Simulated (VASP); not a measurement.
# V (P6_3/mmc) in VASP: notebook

V is run at these levels: PBEsol; tasks: single point, relaxation of cell and atoms.

Everything below comes from runs of VASP 6.6.1. Logs are shortened: lines on timing, memory, paths and dates and some standing lists are left out, and cuts for length are marked.

## (1) The cell of the first run

The structure is hexagonal, space group P6_3/mmc (No. 194). Conventional cell: a = 2.938 Å, b = 2.938 Å, c = 8.002 Å, α = 90.00°, β = 90.00°, γ = 120.00°. V (site symmetry -6m2) has 3 V at 1.70 Å within 2.3 Å. V (site symmetry -6m2) has 3 V at 1.70 Å within 2.3 Å.

## (2) Single point, PBEsol, collinear spin, ferromagnetic start

Contents of INCAR:

```
  PREC = Accurate
  ENCUT = 520
  EDIFF = 1E-6
  ISMEAR = 0
  SIGMA = 0.1
  LREAL = False
  LASPH = True
  NELM = 150
  ALGO = Normal
  ISIF = 2
  LWAVE = False
  LCHARG = False
  ISPIN = 2
  MAGMOM = 2 2 2 2
  LORBIT = 11
  LMAXMIX = 4
  GGA = PS
  NBANDS = 38
```

Contents of KPOINTS:

```
Automatic mesh
0
Gamma
  9 9 2
```

Contents of POSCAR:

```
V
1.0
    2.9379386628      0.0000000000      0.0000000000
   -1.4689693314      2.5443295167      0.0000000000
    0.0000000000      0.0000000000      8.0017028620
V
4
Direct
    0.0000000000      0.0000000000      0.2500000000
    0.0000000000      0.0000000000      0.7500000000
    0.3333333333      0.6666666667      0.7500000000
    0.6666666667      0.3333333333      0.2500000000
```

Potentials or basis: VASP PAW PBE potentials, release 64 (V_sv).

Started as:

```bash
cat potpaw_PBE.64/V_sv/POTCAR > POTCAR
mpirun -np 1 vasp_std > vasp.out
```

OUTCAR:

```text
PREC = Accurate
   ENCUT = 520
   EDIFF = 1E-6
   ISMEAR = 0
   LREAL = False
   LASPH = True
   NELM = 150
   ISIF = 2
   ISPIN = 2
   LORBIT = 11
   GGA = PS

 ion  position               nearest neighbor table
   1  0.000  0.000  0.250-   4 1.70   4 1.70   4 1.70
   2  0.000  0.000  0.750-   3 1.70   3 1.70   3 1.70
   3  0.333  0.667  0.750-   2 1.70   2 1.70   2 1.70
   4  0.667  0.333  0.250-   1 1.70   1 1.70   1 1.70

  LATTYP: Found a hexagonal cell.
 ALAT       =     2.9379386628
 C/A-ratio  =     2.7235772357

  Lattice vectors:

 A1 = (   2.9379386628,   0.0000000000,   0.0000000000)
 A2 = (  -1.4689693314,   2.5443295167,   0.0000000000)
 A3 = (   0.0000000000,   0.0000000000,   8.0017028620)

Analysis of symmetry for initial positions (statically):
=====================================================================
 Subroutine PRICEL returns:
 Original cell was already a primitive cell.

 Routine SETGRP: Setting up the symmetry group for a
 hexagonal supercell.

 Subroutine GETGRP returns: Found 24 space group operations
 (whereof 12 operations were pure point group operations)
 out of a pool of 24 trial point group operations.

The static configuration has the point symmetry D_3d.
 The point group associated with its full space group is D_6h.

Analysis of symmetry for dynamics (positions and initial velocities):
=====================================================================
 Subroutine PRICEL returns:
 Original cell was already a primitive cell.

 Routine SETGRP: Setting up the symmetry group for a
 hexagonal supercell.

 Subroutine GETGRP returns: Found 24 space group operations
 (whereof 12 operations were pure point group operations)
 out of a pool of 24 trial point group operations.

The dynamic configuration has the point symmetry D_3d.
 The point group associated with its full space group is D_6h.

Analysis of structural, dynamic, and magnetic symmetry:
=====================================================================
 Subroutine PRICEL returns:
 Original cell was already a primitive cell.

 Routine SETGRP: Setting up the symmetry group for a
 hexagonal supercell.

 Subroutine GETGRP returns: Found 24 space group operations
 (whereof 12 operations were pure point group operations)
 out of a pool of 24 trial point group operations.

The overall configuration has the point symmetry D_3d.
 The point group associated with its full space group is D_6h.

 Subroutine INISYM returns: Found 24 space group operations
 (whereof 12 operations are pure point group operations),
 and found     1 'primitive' translations

----------------------------------------------------------------------------------------

                                     Primitive cell

  volume of cell :      59.8134

  direct lattice vectors                    reciprocal lattice vectors
     2.937938663  0.000000000  0.000000000     0.340374703  0.196515426  0.000000000
    -1.468969331  2.544329517  0.000000000     0.000000000  0.393030853  0.000000000
     0.000000000  0.000000000  8.001702862     0.000000000  0.000000000  0.124973398

  length of vectors
     2.937938663  2.937938663  8.001702862     0.393030853  0.393030853  0.124973398

  position of ions in fractional coordinates (direct lattice)
     0.000000000  0.000000000  0.250000000
     0.000000000  0.000000000  0.750000000
     0.333333333  0.666666667  0.750000000
     0.666666667  0.333333333  0.250000000

  ion indices of the primitive-cell ions
   primitive index   ion index
                 1           1
                 2           2
                 3           3
                 4           4

----------------------------------------------------------------------------------------

 KPOINTS: Automatic mesh

Automatic generation of k-mesh.
 Grid dimensions read from file:
 generate k-points for:    9    9    2

 Generating k-lattice:

  Cartesian coordinates                     Fractional coordinates (reciprocal lattice)
     0.037819411  0.021835047  0.000000000     0.111111111  0.000000000  0.000000000
     0.000000000  0.043670095  0.000000000     0.000000000  0.111111111  0.000000000
     0.000000000  0.000000000  0.062486699     0.000000000  0.000000000  0.500000000

  Length of vectors
     0.043670095  0.043670095  0.062486699

  Shift w.r.t. Gamma in fractional coordinates (k-lattice)
     0.000000000  0.000000000  0.000000000

 Subroutine IBZKPT returns following result:
 ===========================================

 Found     24 irreducible k-points:

 Following reciprocal coordinates:
            Coordinates               Weight
  0.000000  0.000000  0.000000      1.000000
  0.111111 -0.000000  0.000000      6.000000
  0.222222  0.000000  0.000000      6.000000
  0.333333 -0.000000  0.000000      6.000000
  0.444444  0.000000  0.000000      6.000000
  0.111111  0.111111  0.000000      6.000000
[... 16 lines left out ...]
  0.333333  0.222222  0.500000     12.000000
  0.333333  0.333333  0.500000      2.000000
   k-points           NKPTS =     24   k-points in BZ     NKDIM =     24   number of bands    NBANDS=     38
   number of dos      NEDOS =    301   number of ions     NIONS =      4
   total plane-waves  NPLWV =  34560
   dimension x,y,z NGX =    24 NGY =   24 NGZ =   60
   dimension x,y,z NGXF=    48 NGYF=   48 NGZF=  120
   ions per type =               4
   NGX,Y,Z   is equivalent  to a cutoff of  13.58, 13.58, 12.47 a.u.
   NGXF,Y,Z  is equivalent  to a cutoff of  27.16, 27.16, 24.93 a.u.
 SYSTEM =  unknown system
   PREC   = accura    normal or accurate (medium, high low for compatibility)
   ISTART =      0    job   : 0-new  1-cont  2-samecut
   ICHARG =      2    charge: 1-file 2-atom 10-const
   ISPIN  =      2    spin polarized calculation?
   LNONCOLLINEAR =      F non collinear calculations
   LSORBIT =      F    spin-orbit coupling
   LASPH  =      T    aspherical Exc in radial PAW
   ENCUT  =  520.0 eV  38.22 Ry    6.18 a.u.   5.46  5.46 14.88*2*pi/ulx,y,z
   NELM   =    150;   NELMIN=  2; NELMDL= -5     # of ELM steps
   EDIFF  = 0.1E-05   stopping-criterion for ELM
   LREAL  =      F    real-space projection
[... 7 lines left out ...]
   TEBEG  =    0.0;   TEEND  =   0.0 temperature during run
   PSTRESS=    0.0 pullay stress
   NELECT =      52.0000    total number of electrons
   NUPDOWN=      -1.0000    fix difference up-down
   EMIN   =  10.00;   EMAX   =-10.00  energy-range for DOS
   EFERMI =   0.00;   METHOD = LEGACY
   ISMEAR =     0;   SIGMA  =   0.10  broadening in eV -4-tet -1-fermi 0-gaus
   EFERMI_NEDOS =   21; number of points for ismear=-14 and -15
   IALGO  =     38    algorithm
   IMIX   =      4    mixing-type and parameters
     AMIX     =   0.40;   BMIX     =  1.00
     AMIX_MAG =   1.60;   BMIX_MAG =  1.00
  volume/ion in A,a.u.               =      14.95       100.91
  Fermi-wavevector in a.u.,A,eV,Ry     =   1.562463  2.952627 33.215781  2.441291
  Thomas-Fermi vector in A             =   2.665378
   LORBIT       =     11    0 simple, 1 ext, 2 COOP (PROOUT), +10 PAW based schemes
   GGA     = PS    functional components
   LHFCALC =     F    Hartree Fock is set to
   AEXX    =    0.0000 exact exchange contribution
   IVDW    =     0    specifies the selected vdW correction
   LEPSILON=     F    determine dielectric tensor
   LRPA    =     F    only Hartree local field effects (RPA)
 spin polarized calculation
 Gauss-broadening in eV      SIGMA  =   0.10
  energy-cutoff  :      520.00
  volume of cell :       59.81
 maximum number of plane-waves:      1662
 NGX is ok and might be reduce to    24
   NGX = 11   NGY = 11   NGZ = 29

 number of electron      51.9999973 magnetization      -0.0002225

 number of electron      51.9999973 magnetization       0.0012232

 Free energy of the ion-electron system (eV)
  ---------------------------------------------------
  ext. energy  EPLUGINS =         0.00000000
  ---------------------------------------------------
  free energy    TOTEN  =       -14.76562928 eV

  energy without entropy =      -14.72276527  energy(sigma->0) =      -14.74419727

 E-fermi :   7.5826     XC(G=0): -11.4112

 val. band max:        7.5782642615   @ k =   0.1111   0.1111   0.0000
 cond. band min:       7.5830026333   @ k =   0.3333   0.2222   0.5000
 fundamental gap:      0.0047383718
 Fermi energy:         7.5825932871

 spin component 1

 k-point     1 :       0.0000    0.0000    0.0000
  band No.  band energies     occupation
      1     -58.1037      1.00000
      2     -58.1035      1.00000
      3     -52.2986      1.00000
      4     -52.2986      1.00000
      5     -33.5581      1.00000
      6     -33.5581      1.00000
[... 30 lines left out ...]
     37      12.5983      0.00000
     38      12.5983      0.00000
[... 941 lines left out ...]
     37      15.6361      0.00000
     38      15.6361      0.00000
 Fermi energy:         7.5825932871

 spin component 2

 k-point     1 :       0.0000    0.0000    0.0000
  band No.  band energies     occupation
      1     -58.1035      1.00000
      2     -58.1032      1.00000
      3     -52.2984      1.00000
      4     -52.2983      1.00000
      5     -33.5579      1.00000
      6     -33.5579      1.00000
[... 30 lines left out ...]
     37      12.5984      0.00000
     38      12.5984      0.00000
[... 941 lines left out ...]
     37      15.6363      0.00000
     38      15.6363      0.00000

------------------------ aborting loop because EDIFF is reached ----------------------------------------

  FORCE on cell =-STRESS in cart. coord.  units (eV):
  Direction    XX          YY          ZZ          XY          YZ          ZX
  --------------------------------------------------------------------------------------
  -------------------------------------------------------------------------------------
  Total       70.6871982     70.6871982     -5.9642041      0.0000000      0.0000000      0.0000000
  in kB     1893.4456757   1893.4456756   -159.7587211      0.0000000      0.0000000      0.0000000
  external PRESSURE =    1209.0442101 kB  Pullay stress =       0.0000000 kB

 VOLUME and BASIS-vectors are now :
 -----------------------------------------------------------------------------
  energy-cutoff  :      520.00
  volume of cell :       59.81
      direct lattice vectors                 reciprocal lattice vectors
     2.937938663  0.000000000  0.000000000     0.340374703  0.196515426  0.000000000
    -1.468969331  2.544329517  0.000000000     0.000000000  0.393030853  0.000000000
     0.000000000  0.000000000  8.001702862     0.000000000  0.000000000  0.124973398

 POSITION                                       TOTAL-FORCE (eV/Angst)
 -----------------------------------------------------------------------------------
      0.00000      0.00000      2.00043         0.000000      0.000000      0.000000
      0.00000      0.00000      6.00128        -0.000000     -0.000000     -0.000000
     -0.00000      1.69622      6.00128         0.000000     -0.000000      0.000000
      1.46897      0.84811      2.00043        -0.000000      0.000000     -0.000000
 -----------------------------------------------------------------------------------
    total drift:                                0.000000     -0.000000      0.000000

  FREE ENERGIE OF THE ION-ELECTRON SYSTEM (eV)
  ---------------------------------------------------
  free  energy   TOTEN  =       -14.7656292774 eV

  energy  without entropy=      -14.7227652661  energy(sigma->0) =      -14.74419727

 total charge

# of ion       s       p       d       tot
------------------------------------------
    1        2.234   6.327   4.944  13.505
    2        2.234   6.327   4.944  13.505
    3        2.230   6.325   4.943  13.497
    4        2.230   6.325   4.943  13.497
--------------------------------------------------
tot          8.928  25.304  19.772  54.004

 magnetization (x)

# of ion       s       p       d       tot
------------------------------------------
    1        0.000   0.000   0.000   0.000
    2        0.000   0.000   0.000   0.000
    3        0.000   0.000   0.000   0.000
    4        0.000   0.000   0.000   0.000
--------------------------------------------------
tot          0.000   0.000   0.001   0.001
```

It took 2 min on 1 thread of Intel Xeon Platinum 8259CL at 2.50GHz (Skylake/Cascade Lake), shared host; peak memory 0.24 GiB.

Results:

```
Free energy            : -14.7656 eV
Pressure               : 120.9 GPa
Band gap on the k mesh : zero (filled and empty bands overlap)
Net moment             : 0.00 μB per cell
```

Stress tensor (GPa, compression positive):
```
189.34   0.00   0.00
  0.00 189.34   0.00
  0.00   0.00 -15.98
```

Caveat: the k points lie up to 0.39 Å⁻¹ apart; the PAW data sets were made with another functional, which shifts forces and pressure a little.

## (3) Single point, PBEsol

This run uses another cell than the first one, of 15.13 Å³/atom, 1.012 times its volume.

Contents of INCAR:

```
PREC     = Accurate       # precision mode
ENCUT    = 520            # plane-wave cutoff, eV
EDIFF    = 1E-7           # SCF threshold, eV
ISMEAR   = 0              # smearing method
SIGMA    = 0.1            # smearing width, eV
LREAL    = False          # projectors in reciprocal space
LASPH    = True           # aspherical terms in the spheres
NELM     = 100            # most SCF steps
ALGO     = Normal         # electronic algorithm
ISIF     = 2              # what is computed and relaxed
LWAVE    = False          # write WAVECAR
LCHARG   = False          # write CHGCAR
GGA      = PS             # functional
NBANDS   = 34             # bands
```

Contents of KPOINTS:

```
regular mesh
0
Gamma
  15 15 12
```

Contents of POSCAR:

```
V
1.0
    4.1307586549      0.0000000000      0.0000000000
   -2.0653793275      3.5773419321      0.0000000000
    0.0000000000      0.0000000000      4.0962848748
V
4
Direct
    0.0000000000      0.0000000000      0.2500000000
    0.0000000000      0.0000000000      0.7500000000
    0.3333333333      0.6666666667      0.7500000000
    0.6666666667      0.3333333333      0.2500000000
```

Potentials or basis: VASP PAW PBE potentials, release 64 (V_sv).

Started as:

```bash
cat potpaw_PBE.64/V_sv/POTCAR > POTCAR
mpirun -np 1 vasp_std > vasp.out
```

Wall time 4.9 min (1 thread of Intel Xeon Platinum 8259CL at 2.50GHz (Skylake/Cascade Lake), shared host); peak memory 0.38 GiB.

It converged, with:

* Free energy: -33.8697 eV
* Pressure: 1.0 GPa
* Band gap on the k mesh: zero (band 26 reaches 8.56 eV, above the bottom of band 27 at 7.98 eV)

Stress tensor (GPa, compression positive):
```
0.25 0.00 0.00
0.00 0.25 0.00
0.00 0.00 2.39
```

Levels at points of the mesh, in eV from the Fermi level:
```csv
k point,band 22,band 23,band 24,band 25,band 26,band 27,band 28,band 29,band 30,band 31
"(0.00, 0.00, 0.00)",-0.87,-0.87,-0.37,-0.37,-0.13,-0.13,0.68,0.68,1.19,1.84
"(0.00, 0.00, 0.50)",-1.66,0.11,0.11,0.11,0.11,0.41,0.41,1.39,1.39,1.39
```

Caveat: the PAW data sets were made with another functional, which shifts forces and pressure a little.

## (4) Relaxation of cell and atoms, PBEsol

This run uses another cell than the first one, of 13.33 Å³/atom, 0.892 times its volume.

Contents of INCAR:

```
SYSTEM = V
  ALGO = Normal
  EDIFF = 1E-7
  EDIFFG = -0.01
  ENCUT = 600
  GGA = PS
  IBRION = 2
  ISIF = 3
  ISMEAR = 0
  LASPH = .TRUE.
  LCHARG = .FALSE.
  LREAL = .FALSE.
  LWAVE = .FALSE.
  NELM = 100
  NSW = 100
  PREC = Accurate
  SIGMA = 0.1
```

Contents of KPOINTS:

```
k-points
0
G
  21 21 6
  0 0 0
```

Contents of POSCAR:

```
V
1.0
    2.6102466078      0.0000000000      0.0000000000
   -1.3051233039      2.2605398725      0.0000000000
    0.0000000000      0.0000000000      9.0376191241
V
4
Direct
    0.0000000000      0.0000000000      0.0000000000
    0.0000000000      0.0000000000      0.5000000000
    0.3333333333      0.6666666667      0.7500000000
    0.6666666667      0.3333333333      0.2500000000
```

Started as:

```bash
cat potpaw_PBE.64/V_sv/POTCAR > POTCAR
mpirun -np 1 vasp_std > vasp.out
```

Wall time 11 min (1 thread of Intel Xeon 6975P-C (Granite Rapids), shared host); peak memory 0.42 GiB.

Results (log left out):

* Free energy: -37.5388 eV
* Relaxed volume: 13.35 Å³/atom
* Relaxed cell: a = 2.593 Å, b = 2.593 Å, c = 9.171 Å, α = 90.00°, β = 90.00°, γ = 120.00°
* Space group after relaxing (to 0.05 Å): P6_3/mmc (No. 194)
* Energy gained by relaxing: 0.8 meV/atom
* Ionic steps: 6
* Pressure after relaxing: -0.1 GPa
* Band gap on the k mesh: zero (band 26 reaches 10.55 eV, above the bottom of band 27 at 9.45 eV)

The path:
```tsv
step	energy change (eV)	largest force (eV/Å)	pressure (GPa)	volume (Å³)
1	0.0000	0.0000	0.21	53.33
2	-0.0014	0.0000	-0.30	53.46
3	-0.0020	0.0000	-0.87	53.62
4	-0.0027	0.0000	-0.64	53.55
5	-0.0033	0.0000	0.07	53.33
6	-0.0033	0.0000	-0.08	53.38
```

Final structure:
```cif
data_structure
_symmetry_space_group_name_H-M 'P 1'
_symmetry_Int_Tables_number 1
_cell_length_a 2.5926
_cell_length_b 2.5926
_cell_length_c 9.1707
_cell_angle_alpha 90.000
_cell_angle_beta 90.000
_cell_angle_gamma 120.000
_cell_volume 53.38
loop_
_atom_site_label
_atom_site_type_symbol
_atom_site_fract_x
_atom_site_fract_y
_atom_site_fract_z
_atom_site_occupancy
V1 V 0.00000 0.00000 0.00000 1
V2 V 0.00000 0.00000 0.50000 1
V3 V 0.33333 0.66667 0.75000 1
V4 V 0.66667 0.33333 0.25000 1
```

Levels at points of the mesh, in eV from the Fermi level:
```tsv
k point	band 22	band 23	band 24	band 25	band 26	band 27	band 28	band 29	band 30	band 31
(0.00, 0.00, 0.00)	-0.95	-0.43	0.09	0.23	0.23	0.29	0.29	0.51	0.51	0.58
(0.00, 0.00, 0.50)	-0.63	-0.61	-0.61	0.29	0.29	0.29	0.29	0.50	0.50	0.50
```

Caveat: the PAW data sets were made with another functional, which shifts forces and pressure a little.

(Continued in part 2 of 2.)
